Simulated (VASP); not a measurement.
# Al2Ru (Fddd) in VASP: further runs, part 2 of 2

VASP 6.6.1.

## Step 3: Single point, LDA (13.39 Å³/atom)

Input file INCAR:

```
ALGO = Fast
EDIFF = 1E-7
ENCUT = 520
GGA = CA
ISIF = 2
ISMEAR = 0
LASPH = T
LCHARG = F
LREAL = F
LWAVE = F
NBANDS = 29
NELM = 100
PREC = Accurate
SIGMA = 0.03
```

Input file KPOINTS:

```
k-points
0
Gamma
  10 10 10
```

Input file POSCAR:

```
Al2Ru
1.0
    0.0000000000      4.0382437051      4.4395458921
    2.2401113799      0.0000000000      4.4395458921
    2.2401113799      4.0382437051      0.0000000000
Al Ru
4 2
Direct
    0.0788992938      0.4211007062      0.0788992938
    0.4211007062      0.0788992938      0.4211007062
    0.1711007062      0.8288992938      0.1711007062
    0.8288992938      0.1711007062      0.8288992938
    0.7500000000      0.7500000000      0.7500000000
    0.5000000000      0.5000000000      0.5000000000
```

Potentials or basis: VASP PAW LDA potentials, release 64 (Al, Ru_pv).

On the command line:

```sh
cat potpaw_LDA.64/Al/POTCAR potpaw_LDA.64/Ru_pv/POTCAR > POTCAR
mpirun -np 1 vasp_std > vasp.out
```

Run time: 15 min. Hardware: 1 thread of Intel Xeon 8259CL, shared host; peak memory 0.44 GiB.

Results (log left out):

| Item | Value |
| --- | --- |
| Free energy | -42.2229 eV |
| Pressure | 1.2 GPa |
| Largest force | 0.254 eV/Å |
| Band gap on the k mesh | zero (bands 20 and 21 overlap by 0.30 eV) |

Forces in eV/Å, atoms in the order of the input:
```
Al   0.000  0.254  0.000
Al   0.000 -0.254  0.000
Al   0.000 -0.254  0.000
Al   0.000  0.254  0.000
Ru   0.000  0.000  0.000
Ru   0.000  0.000  0.000
```

Stress tensor (GPa, compression positive):
```
13.04  0.00  0.00
 0.00 -4.32  0.00
 0.00  0.00 -5.01
```

Levels at points of the mesh, in eV from the Fermi level:
```csv
k point,band 17,band 18,band 19,band 20,band 21,band 22,band 23,band 24
"(0.00, 0.00, 0.00)",-1.87,-1.64,-1.41,0.26,1.45,2.45,2.64,2.65
"(0.50, 0.00, 0.00)",-2.34,-2.27,-1.29,-1.04,0.23,0.58,1.85,3.23
"(0.50, 0.50, 0.00)",-1.92,-1.92,-0.97,-0.97,2.18,2.18,2.44,2.44
"(0.50, 0.00, 0.50)",-2.27,-2.27,-1.64,-1.64,1.54,1.54,2.08,2.08
"(0.00, 0.50, 0.50)",-2.77,-2.77,-1.39,-1.39,0.36,0.36,4.64,4.64
```

Caveat: the stress differs along the axes, from -5 to 13 GPa.

## Step 4: Single point, LDA (13.39 Å³/atom)

Input file INCAR:

```
  ALGO = Fast
  EDIFF = 1E-7
  ENCUT = 520
  GGA = CA
  ISIF = 2
  ISMEAR = 0
  LASPH = T
  LCHARG = F
  LREAL = F
  LWAVE = F
  NBANDS = 29
  NELM = 60
  PREC = Accurate
  SIGMA = 0.03
```

KPOINTS is that of step 3.

POSCAR, as its differences from that of step 3:

```diff
@@ -2,5 +2,5 @@
 1.0
-    0.0000000000      4.0382437051      4.4395458921
-    2.2401113799      0.0000000000      4.4395458921
-    2.2401113799      4.0382437051      0.0000000000
+    0.0000000000      3.9978879920      4.3951798128
+    2.2855641586      0.0000000000      4.3951798128
+    2.2855641586      3.9978879920      0.0000000000
 Al Ru
```

On the command line:

```sh
cat potpaw_LDA.64/Al/POTCAR potpaw_LDA.64/Ru_pv/POTCAR > POTCAR
mpirun -np 1 vasp_std > vasp.out
```

Wall time 11 min (1 thread of Intel Xeon 8259CL, shared host); peak memory 0.44 GiB.

It converged, with:

```
Free energy            : -42.3568 eV
Pressure               : 0.7 GPa
Largest force          : 0.130 eV/Å
Band gap on the k mesh : zero (bands 20 and 21 overlap by 0.10 eV)
```

Forces on the atoms (eV/Å):
```
Al   0.000  0.130  0.000
Al   0.000 -0.130  0.000
Al   0.000 -0.130  0.000
Al   0.000  0.130  0.000
Ru   0.000  0.000  0.000
Ru   0.000  0.000  0.000
```

Stress tensor (GPa, compression positive):
```
 6.64  0.00  0.00
 0.00 -2.20  0.00
 0.00  0.00 -2.33
```

Levels at points of the mesh, in eV from the Fermi level:
| k point | band 17 | band 18 | band 19 | band 20 | band 21 | band 22 | band 23 | band 24 |
| --- | --- | --- | --- | --- | --- | --- | --- | --- |
| (0.00, 0.00, 0.00) | -1.99 | -1.47 | -1.37 | 0.10 | 1.57 | 2.40 | 2.50 | 2.63 |
| (0.50, 0.00, 0.00) | -2.29 | -2.28 | -1.25 | -1.00 | 0.27 | 0.64 | 1.85 | 3.26 |
| (0.50, 0.50, 0.00) | -1.81 | -1.81 | -1.20 | -1.20 | 2.33 | 2.33 | 2.37 | 2.37 |
| (0.50, 0.00, 0.50) | -2.35 | -2.35 | -1.59 | -1.59 | 1.65 | 1.65 | 2.26 | 2.26 |
| (0.00, 0.50, 0.50) | -2.71 | -2.71 | -1.37 | -1.37 | 0.34 | 0.34 | 4.67 | 4.67 |

Caveat: the stress differs along the axes, from -2 to 7 GPa.

## Step 5: Single point, LDA (13.39 Å³/atom)

Input file INCAR:

```
PREC = Accurate ; ENCUT = 520
EDIFF = 1E-6 ; ISMEAR = 0
SIGMA = 0.03 ; LREAL = F
LASPH = T ; NELM = 80
ALGO = Fast ; ISIF = 2
LWAVE = F ; LCHARG = T
LELF = T ; LVHAR = T
NBANDS = 29
```

Input file KPOINTS:

```
Automatic mesh
0
Gamma
  10 10 10
```

POSCAR, as its differences from that of step 4:

```diff
@@ -2,5 +2,5 @@
 1.0
-    0.0000000000      3.9978879920      4.3951798128
-    2.2855641586      0.0000000000      4.3951798128
-    2.2855641586      3.9978879920      0.0000000000
+    0.0000000000      4.0790883851      4.4844495295
+    2.1954746683      0.0000000000      4.4844495295
+    2.1954746683      4.0790883851      0.0000000000
 Al Ru
```

On the command line:

```sh
cat potpaw_LDA.64/Al/POTCAR potpaw_LDA.64/Ru_pv/POTCAR > POTCAR
mpirun -np 1 vasp_std > vasp.out
```

Wall time 11 min (1 thread of Intel Xeon 8259CL, shared host); peak memory 0.44 GiB.

The run converged. Its results:

* Free energy: -42.0006 eV
* Pressure: 2.1 GPa
* Largest force: 0.375 eV/Å
* Band gap on the k mesh: zero (bands 20 and 21 overlap by 0.51 eV)

Forces on the atoms (eV/Å):
```
Al   0.000  0.375  0.000
Al   0.000 -0.375  0.000
Al   0.000 -0.375  0.000
Al   0.000  0.375  0.000
Ru   0.000  0.000  0.000
Ru   0.000  0.000  0.000
```

Stress tensor (GPa, compression positive):
```
19.60  0.00  0.00
 0.00 -5.87  0.00
 0.00  0.00 -7.51
```

Levels at points of the mesh, in eV from the Fermi level:
```tsv
k point	band 17	band 18	band 19	band 20	band 21	band 22	band 23	band 24
(0.00, 0.00, 0.00)	-1.80	-1.75	-1.43	0.45	1.35	2.52	2.66	2.73
(0.50, 0.00, 0.00)	-2.39	-2.22	-1.31	-1.06	0.20	0.54	1.86	3.20
(0.50, 0.50, 0.00)	-2.02	-2.02	-0.71	-0.71	2.04	2.04	2.49	2.49
(0.50, 0.00, 0.50)	-2.14	-2.14	-1.68	-1.68	1.44	1.44	1.91	1.91
(0.00, 0.50, 0.50)	-2.82	-2.82	-1.38	-1.38	0.39	0.39	4.60	4.60
```

Caveat: the stress differs along the axes, from -8 to 20 GPa.

## Step 6: Single point, LDA (13.65 Å³/atom)

This run uses another cell than the first one, of 13.65 Å³/atom.

Input file INCAR:

```
SYSTEM = Al2Ru
ALGO     = Normal         ! electronic algorithm
EDIFF    = 1E-7           ! SCF threshold, eV
ENCUT    = 520            ! plane-wave cutoff, eV
ISIF     = 2              ! what is computed and relaxed
ISMEAR   = 0              ! smearing method
LASPH    = .TRUE.         ! aspherical terms in the spheres
LCHARG   = .TRUE.         ! write CHGCAR
LELF     = .TRUE.         ! ELF
LREAL    = .FALSE.        ! projectors in reciprocal space
LVHAR    = .TRUE.       
LWAVE    = .FALSE.        ! write WAVECAR
NBANDS   = 29             ! bands
NELM     = 100            ! most SCF steps
PREC     = Accurate       ! precision mode
SIGMA    = 0.03           ! smearing width, eV
```

Input file KPOINTS:

```
k-points
0
G
  10 10 10
  0 0 0
```

POSCAR, as its differences from that of step 5:

```diff
@@ -2,5 +2,5 @@
 1.0
-    0.0000000000      4.0790883851      4.4844495295
-    2.1954746683      0.0000000000      4.4844495295
-    2.1954746683      4.0790883851      0.0000000000
+    0.0000000000      3.8657908251      4.2499554337
+    2.4933901085      0.0000000000      4.2499554337
+    2.4933901085      3.8657908251      0.0000000000
 Al Ru
```

Potentials or basis: VASP PAW LDA potentials, release 64 (Al, Ru_pv).

On the command line:

```sh
cat potpaw_LDA.64/Al/POTCAR potpaw_LDA.64/Ru_pv/POTCAR > POTCAR
mpirun -np 1 vasp_std > vasp.out
```

Wall time 5.1 min (1 thread of AMD EPYC 9R45 (Zen 5), shared host); peak memory 0.41 GiB.

The run converged. Its results:

```yaml
Free_energy: -42.0114 eV
Pressure: -2.2 GPa
Largest_force: 0.400 eV/Å
Band_gap_on_the_k_mesh: 0.41 eV (least direct gap 1.14 eV)
```

Forces in eV/Å, atoms in the order of the input:
```
Al   0.000 -0.400  0.000
Al   0.000  0.400  0.000
Al   0.000  0.400  0.000
Al   0.000 -0.400  0.000
Ru   0.000  0.000  0.000
Ru   0.000  0.000  0.000
```

Stress tensor (GPa, compression positive):
```
-18.11   0.00   0.00
  0.00   6.66   0.00
  0.00   0.00   4.72
```

Levels at points of the mesh, in eV from the valence-band top:
| k point | band 17 | band 18 | band 19 | band 20 | band 21 | band 22 | band 23 | band 24 |
| --- | --- | --- | --- | --- | --- | --- | --- | --- |
| (0.00, 0.00, 0.00) | -2.07 | -0.87 | -0.38 | 0.00 | 1.60 | 2.53 | 2.65 | 2.82 |
| (0.50, 0.00, 0.00) | -1.88 | -1.61 | -0.79 | -0.45 | 0.69 | 1.18 | 2.09 | 3.51 |
| (0.50, 0.50, 0.00) | -1.40 | -1.40 | -0.99 | -0.99 | 2.14 | 2.14 | 3.20 | 3.20 |
| (0.50, 0.00, 0.50) | -1.87 | -1.87 | -1.04 | -1.04 | 2.39 | 2.39 | 2.56 | 2.56 |
| (0.00, 0.50, 0.50) | -2.05 | -2.05 | -0.86 | -0.86 | 0.51 | 0.51 | 4.86 | 4.86 |

Caveat: the stress differs along the axes, from -18 to 7 GPa. A k mesh can miss the band edges.

## Step 7: Overview

| cell | gap on the mesh (eV) | pressure (GPa) | largest force (eV/Å) |
| --- | --- | --- | --- |
| a = 6.123, b = 5.015, c = 4.648 Å, angles 78.5, 53.4, 48.1°, 6 atoms | none | 3.2 | 0.49 |
| a = 6.001, b = 4.973, c = 4.618 Å, angles 77.4, 54.0, 48.7°, 6 atoms | none | 1.2 | 0.25 |
| a = 5.941, b = 4.954, c = 4.605 Å, angles 76.8, 54.3, 49.0°, 6 atoms | none | 0.7 | 0.13 |
| a = 6.062, b = 4.993, c = 4.632 Å, angles 78.0, 53.7, 48.4°, 6 atoms | none | 2.1 | 0.38 |
| a = 5.745, b = 4.927, c = 4.600 Å, angles 74.1, 55.6, 50.4°, 6 atoms | 0.41 | -2.2 | 0.40 |

Alike in all rows: task single point; level LDA; potentials or basis VASP PAW LDA potentials, release 64 (Al, Ru_pv); no spin polarisation; k mesh 10 × 10 × 10; cutoff (eV) 520; smearing gaussian 0.03 eV.

Caveats: the stress differs along the axes, from -10 to 26 GPa (at least some runs); the stress differs along the axes, from -5 to 13 GPa (at least some runs); the stress differs along the axes, from -2 to 7 GPa (at least some runs); the stress differs along the axes, from -8 to 20 GPa (at least some runs); the stress differs along the axes, from -18 to 7 GPa (at least some runs).

Absolute energies hang on the potentials; compare differences alone.
